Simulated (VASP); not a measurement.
A run of VASP 6.6.1:

File INCAR:

```
  PREC = Accurate
  ENCUT = 520
  EDIFF = 1E-6
  ISMEAR = -1
  SIGMA = 0.05
  LREAL = F
  LASPH = T
  NELM = 80
  ALGO = Normal
  ISIF = 2
  LWAVE = F
  LCHARG = F
  NBANDS = 12
```

The input KPOINTS:

```
Automatic mesh
0
Gamma
  14 14 14
```

File POSCAR:

```
Nb
1.0
    2.1114302318      0.0000000000      0.0000000000
    0.0000000000      2.1114302318      0.0000000000
    0.0000000000      0.0000000000      2.1114302318
Nb
1
Direct
    0.0000000000      0.0000000000      0.0000000000
```

Potentials or basis: VASP PAW LDA potentials, release 64 (Nb_sv).

The run is started by

```console
$ cat potpaw_LDA.64/Nb_sv/POTCAR > POTCAR
$ mpirun -np 1 vasp_std > vasp.out
```

Hardware: 1 thread of AMD EPYC 7R43 64-Core Processor (Zen 3), with other jobs on the host.

Problem. Estimate the wall time of this run.

Solution. Wall time 18 s on 1 thread of AMD EPYC 7R43 64-Core Processor (Zen 3) (shared host), peak memory 0.08 GiB. Counts: scf iterations 11, k points 120.
